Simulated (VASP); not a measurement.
# AlNi (P-6m2) in VASP: a series of runs

The runs below take AlNi through single point, relaxation of cell and atoms, with PBE.

Everything below comes from runs of VASP 6.6.1. Logs are shortened: lines on timing, memory, paths and dates and some standing lists are left out, and cuts for length are marked.

## Step 1: The cell of the first run

It takes space group P-6m2 (No. 187, hexagonal). Conventional cell: a = 2.664 Å, b = 2.664 Å, c = 4.178 Å, α = 90.00°, β = 90.00°, γ = 120.00°. Within 3.4 Å of Al (site symmetry -6m2) lie 6 Ni at 2.59 Å and 6 Al at 2.66 Å. Within 3.4 Å of Ni (site symmetry -6m2) lie 6 Al at 2.59 Å and 6 Ni at 2.66 Å.

## Step 2: Single point, PBE, collinear spin, ferromagnetic start

Input file INCAR:

```
SYSTEM = AlNi
  PREC = Accurate
  ENCUT = 520
  EDIFF = 1E-6
  ISMEAR = 0
  SIGMA = 0.1
  LREAL = .False.
  LASPH = .True.
  NELM = 150
  ALGO = Fast
  ISIF = 2
  LWAVE = .False.
  LCHARG = .False.
  ISPIN = 2
  MAGMOM = 0 2
  LORBIT = 11
  LMAXMIX = 4
  GGA = PE
  NBANDS = 18
```

Input file KPOINTS:

```
Automatic mesh
0
Gamma
  6 6 4
  0 0 0
```

Input file POSCAR:

```
AlNi
1.0
    2.6636214700      0.0000000000      0.0000000000
   -1.3318107400      2.3067638600      0.0000000000
    0.0000000000      0.0000000000      4.1775485700
Al Ni
1 1
Direct
    0.3333333300      0.6666666700      0.0000000000
    0.6666666700      0.3333333300      0.5000000000
```

Potentials or basis: VASP PAW PBE potentials, release 64 (Al, Ni).

Started as:

```
> cat potpaw_PBE.64/Al/POTCAR potpaw_PBE.64/Ni/POTCAR > POTCAR
> mpirun -np 1 vasp_std > vasp.out
```

OUTCAR:

```text
SYSTEM = AlNi
   PREC = Accurate
   ENCUT = 520
   EDIFF = 1E-6
   ISMEAR = 0
   LREAL = .False.
   LASPH = .True.
   NELM = 150
   ISIF = 2
   ISPIN = 2
   LORBIT = 11
   GGA = PE

 ion  position               nearest neighbor table
   1  0.333  0.667  0.000-   2 2.59   2 2.59   2 2.59   2 2.59   2 2.59   2 2.59
   2  0.667  0.333  0.500-   1 2.59   1 2.59   1 2.59   1 2.59   1 2.59   1 2.59

  LATTYP: Found a hexagonal cell.
 ALAT       =     2.6636214700
 C/A-ratio  =     1.5683717139

  Lattice vectors:

 A1 = (   2.6636214700,   0.0000000000,   0.0000000000)
 A2 = (  -1.3318107400,   2.3067638600,   0.0000000000)
 A3 = (   0.0000000000,   0.0000000000,   4.1775485700)

Analysis of symmetry for initial positions (statically):
=====================================================================
 Subroutine PRICEL returns:
 Original cell was already a primitive cell.

 Routine SETGRP: Setting up the symmetry group for a
 hexagonal supercell.

 Subroutine GETGRP returns: Found 12 space group operations
 (whereof 12 operations were pure point group operations)
 out of a pool of 24 trial point group operations.

The static configuration has the point symmetry D_3h.

Analysis of symmetry for dynamics (positions and initial velocities):
=====================================================================
 Subroutine PRICEL returns:
 Original cell was already a primitive cell.

 Routine SETGRP: Setting up the symmetry group for a
 hexagonal supercell.

 Subroutine GETGRP returns: Found 12 space group operations
 (whereof 12 operations were pure point group operations)
 out of a pool of 24 trial point group operations.

The dynamic configuration has the point symmetry D_3h.

Analysis of structural, dynamic, and magnetic symmetry:
=====================================================================
 Subroutine PRICEL returns:
 Original cell was already a primitive cell.

 Routine SETGRP: Setting up the symmetry group for a
 hexagonal supercell.

 Subroutine GETGRP returns: Found 12 space group operations
 (whereof 12 operations were pure point group operations)
 out of a pool of 24 trial point group operations.

The overall configuration has the point symmetry D_3h.

 Subroutine INISYM returns: Found 12 space group operations
 (whereof 12 operations are pure point group operations),
 and found     1 'primitive' translations

----------------------------------------------------------------------------------------

                                     Primitive cell

  volume of cell :      25.6683

  direct lattice vectors                    reciprocal lattice vectors
     2.663621470  0.000000000  0.000000000     0.375428720  0.216753873  0.000000000
    -1.331810740  2.306763860  0.000000000     0.000000000  0.433507745  0.000000000
     0.000000000  0.000000000  4.177548570     0.000000000  0.000000000  0.239374835

  length of vectors
     2.663621470  2.663621473  4.177548570     0.433507746  0.433507745  0.239374835

  position of ions in fractional coordinates (direct lattice)
     0.333333330  0.666666670  0.000000000
     0.666666670  0.333333330  0.500000000

  ion indices of the primitive-cell ions
   primitive index   ion index
                 1           1
                 2           2

----------------------------------------------------------------------------------------

 KPOINTS: Automatic mesh

Automatic generation of k-mesh.
 Grid dimensions read from file:
 generate k-points for:    6    6    4

 Generating k-lattice:

  Cartesian coordinates                     Fractional coordinates (reciprocal lattice)
     0.062571453  0.036125646  0.000000000     0.166666667  0.000000000  0.000000000
     0.000000000  0.072251291  0.000000000     0.000000000  0.166666667  0.000000000
     0.000000000  0.000000000  0.059843709     0.000000000  0.000000000  0.250000000

  Length of vectors
     0.072251291  0.072251291  0.059843709

  Shift w.r.t. Gamma in fractional coordinates (k-lattice)
     0.000000000  0.000000000  0.000000000

 Subroutine IBZKPT returns following result:
 ===========================================

 Found     21 irreducible k-points:

 Following reciprocal coordinates:
            Coordinates               Weight
  0.000000  0.000000  0.000000      1.000000
  0.166667  0.000000  0.000000      6.000000
  0.333333 -0.000000  0.000000      6.000000
  0.500000  0.000000  0.000000      3.000000
  0.166667  0.166667  0.000000      6.000000
  0.333333  0.166667  0.000000     12.000000
[... 13 lines left out ...]
  0.333333  0.166667  0.500000     12.000000
  0.333333  0.333333  0.500000      2.000000
   k-points           NKPTS =     21   k-points in BZ     NKDIM =     21   number of bands    NBANDS=     18
   number of dos      NEDOS =    301   number of ions     NIONS =      2
   total plane-waves  NPLWV =  12800
   dimension x,y,z NGX =    20 NGY =   20 NGZ =   32
   dimension x,y,z NGXF=    40 NGYF=   40 NGZF=   64
   ions per type =               1   1
   NGX,Y,Z   is equivalent  to a cutoff of  12.48, 12.48, 12.73 a.u.
   NGXF,Y,Z  is equivalent  to a cutoff of  24.97, 24.97, 25.47 a.u.
 SYSTEM =  AlNi
   PREC   = accura    normal or accurate (medium, high low for compatibility)
   ISTART =      0    job   : 0-new  1-cont  2-samecut
   ICHARG =      2    charge: 1-file 2-atom 10-const
   ISPIN  =      2    spin polarized calculation?
   LNONCOLLINEAR =      F non collinear calculations
   LSORBIT =      F    spin-orbit coupling
   LASPH  =      T    aspherical Exc in radial PAW
   ENCUT  =  520.0 eV  38.22 Ry    6.18 a.u.   4.95  4.95  7.77*2*pi/ulx,y,z
   NELM   =    150;   NELMIN=  2; NELMDL= -5     # of ELM steps
   EDIFF  = 0.1E-05   stopping-criterion for ELM
   LREAL  =      F    real-space projection
   EDIFFG = 0.1E-04   stopping-criterion for IOM
   NSW    =      0    number of steps for IOM
   IBRION =     -1    ionic relax: 0-MD 1-quasi-New 2-CG
   NFREE  =      0    steps in history (QN), initial steepest desc. (CG)
   ISIF   =      2    stress and relaxation
   ISYM   =      2    0-nonsym 1-usesym 2-fastsym
   POTIM  = 0.5000    time-step for ionic-motion
   TEBEG  =    0.0;   TEEND  =   0.0 temperature during run
   PSTRESS=    0.0 pullay stress
   NELECT =      13.0000    total number of electrons
   NUPDOWN=      -1.0000    fix difference up-down
   EMIN   =  10.00;   EMAX   =-10.00  energy-range for DOS
   EFERMI =   0.00;   METHOD = LEGACY
   ISMEAR =     0;   SIGMA  =   0.10  broadening in eV -4-tet -1-fermi 0-gaus
   EFERMI_NEDOS =   21; number of points for ismear=-14 and -15
   IALGO  =     68    algorithm
   IMIX   =      4    mixing-type and parameters
     AMIX     =   0.40;   BMIX     =  1.00
     AMIX_MAG =   1.60;   BMIX_MAG =  1.00
  volume/ion in A,a.u.               =      12.83        86.61
  Fermi-wavevector in a.u.,A,eV,Ry     =   1.304939  2.465977 23.168898  1.702866
  Thomas-Fermi vector in A             =   2.435841
   LORBIT       =     11    0 simple, 1 ext, 2 COOP (PROOUT), +10 PAW based schemes
   GGA     = PE    functional components
   LHFCALC =     F    Hartree Fock is set to
   AEXX    =    0.0000 exact exchange contribution
   IVDW    =     0    specifies the selected vdW correction
   LEPSILON=     F    determine dielectric tensor
   LRPA    =     F    only Hartree local field effects (RPA)
 spin polarized calculation
 RMM-DIIS sequential band-by-band and
 Gauss-broadening in eV      SIGMA  =   0.10
  energy-cutoff  :      520.00
  volume of cell :       25.67
 maximum number of plane-waves:       705
 NGX is ok and might be reduce to    20
   NGX =  9   NGY =  9   NGZ = 15

 number of electron      13.0000003 magnetization       0.0012391

 number of electron      13.0000003 magnetization      -0.0014845

 Free energy of the ion-electron system (eV)
  ---------------------------------------------------
  ext. energy  EPLUGINS =         0.00000000
  ---------------------------------------------------
  free energy    TOTEN  =       -10.00511775 eV

  energy without entropy =      -10.00376050  energy(sigma->0) =      -10.00443912

 E-fermi :   9.1348     XC(G=0): -11.7185

 val. band max:        9.0889320255   @ k =   0.3333   0.3333   0.2500
 cond. band min:       9.3052451549   @ k =   0.3333   0.3333   0.2500
 fundamental gap:      0.2163131294
 Fermi energy:         9.1347768354

 spin component 1

 k-point     1 :       0.0000    0.0000    0.0000
  band No.  band energies     occupation
      1      -1.7883      1.00000
      2       5.2998      1.00000
      3       6.3994      1.00000
      4       7.4290      1.00000
      5       7.4290      1.00000
      6       8.0319      1.00000
[... 10 lines left out ...]
     17      31.8270      0.00000
     18      33.0347      0.00000
[... 400 lines left out ...]
 k-point    21 :       0.3333    0.3333    0.5000
  band No.  band energies     occupation
      1       5.7584      1.00000
      2       6.0507      1.00000
      3       6.5720      1.00000
      4       6.9621      1.00000
      5       7.3524      1.00000
      6       7.5116      1.00000
[... 10 lines left out ...]
     17      29.7329      0.00000
     18      32.6225      0.00000
 Fermi energy:         9.1347768354

 spin component 2

 k-point     1 :       0.0000    0.0000    0.0000
  band No.  band energies     occupation
      1      -1.7887      1.00000
      2       5.2994      1.00000
      3       6.3987      1.00000
      4       7.4275      1.00000
      5       7.4275      1.00000
      6       8.0312      1.00000
[... 10 lines left out ...]
     17      31.8264      0.00000
     18      33.0330      0.00000
[... 400 lines left out ...]
 k-point    21 :       0.3333    0.3333    0.5000
  band No.  band energies     occupation
      1       5.7578      1.00000
      2       6.0501      1.00000
      3       6.5707      1.00000
      4       6.9608      1.00000
      5       7.3521      1.00000
      6       7.5115      1.00000
[... 10 lines left out ...]
     17      29.7324      0.00000
     18      32.6081      0.00000

------------------------ aborting loop because EDIFF is reached ----------------------------------------

  FORCE on cell =-STRESS in cart. coord.  units (eV):
  Direction    XX          YY          ZZ          XY          YZ          ZX
  --------------------------------------------------------------------------------------
  -------------------------------------------------------------------------------------
  Total        0.4807243      0.4807243     -2.8679129     -0.0000000      0.0000000     -0.0000000
  in kB       30.0060946     30.0060946   -179.0108631     -0.0000001      0.0000000     -0.0000000
  external PRESSURE =     -39.6662246 kB  Pullay stress =       0.0000000 kB

 VOLUME and BASIS-vectors are now :
 -----------------------------------------------------------------------------
  energy-cutoff  :      520.00
  volume of cell :       25.67
      direct lattice vectors                 reciprocal lattice vectors
     2.663621470  0.000000000  0.000000000     0.375428720  0.216753873  0.000000000
    -1.331810740  2.306763860  0.000000000     0.000000000  0.433507745  0.000000000
     0.000000000  0.000000000  4.177548570     0.000000000  0.000000000  0.239374835

 POSITION                                       TOTAL-FORCE (eV/Angst)
 -----------------------------------------------------------------------------------
     -0.00000      1.53784      0.00000        -0.000000      0.000000      0.000000
      1.33181      0.76892      2.08877         0.000000      0.000000      0.000000
 -----------------------------------------------------------------------------------
    total drift:                               -0.000003      0.000002      0.000000

  FREE ENERGIE OF THE ION-ELECTRON SYSTEM (eV)
  ---------------------------------------------------
  free  energy   TOTEN  =       -10.0051177453 eV

  energy  without entropy=      -10.0037604971  energy(sigma->0) =      -10.00443912

 total charge

# of ion       s       p       d       tot
------------------------------------------
    1        0.404   0.404   0.000   0.809
    2        0.431   0.448   8.383   9.262
--------------------------------------------------
tot          0.835   0.853   8.383  10.071

 magnetization (x)

# of ion       s       p       d       tot
------------------------------------------
    1       -0.000   0.000   0.000   0.000
    2       -0.000   0.000  -0.000  -0.000
--------------------------------------------------
tot         -0.000   0.000  -0.000  -0.000
```

Run time: 13 s. Hardware: 1 thread of AMD EPYC 9R45 (Zen 5), shared host; peak memory 0.12 GiB.

What came out:

```
Free energy                                           : -10.0051 eV
Pressure                                              : -4.0 GPa
Net moment                                            : 0.00 μB per cell
Valence electrons inside the program's atomic spheres : Al 0.81; Ni 9.26
```

Stress tensor (GPa, compression positive):
```
  3.00   0.00   0.00
  0.00   3.00   0.00
  0.00   0.00 -17.90
```

Levels at points of the mesh, in eV from the Fermi level:
Spin up:
```
           k point  band 4  band 5  band 6  band 7  band 8  band 9  band 10  band 11
(0.00, 0.00, 0.00)   -1.71   -1.71   -1.10   -1.10    1.27   13.84    13.84    15.75
(0.50, 0.00, 0.00)   -2.84   -1.40   -0.41    0.35    3.76    5.05     6.84     8.24
(0.00, 0.00, 0.50)   -1.70   -1.70   -1.13   -1.13    7.56   10.75    14.59    14.59
(0.50, 0.00, 0.50)   -1.90   -1.46   -0.83   -0.41    0.80    2.80    10.11    10.25
```
Spin down:
```
           k point  band 4  band 5  band 6  band 7  band 8  band 9  band 10  band 11
(0.00, 0.00, 0.00)   -1.71   -1.71   -1.10   -1.10    1.27   13.84    13.84    15.75
(0.50, 0.00, 0.00)   -2.84   -1.40   -0.41    0.35    3.76    5.05     6.84     8.24
(0.00, 0.00, 0.50)   -1.70   -1.70   -1.13   -1.13    7.56   10.75    14.59    14.59
(0.50, 0.00, 0.50)   -1.90   -1.46   -0.83   -0.41    0.80    2.80    10.11    10.25
```

Caveat: the k points lie up to 0.45 Å⁻¹ apart.

(Part 1 of 2 ends here.)
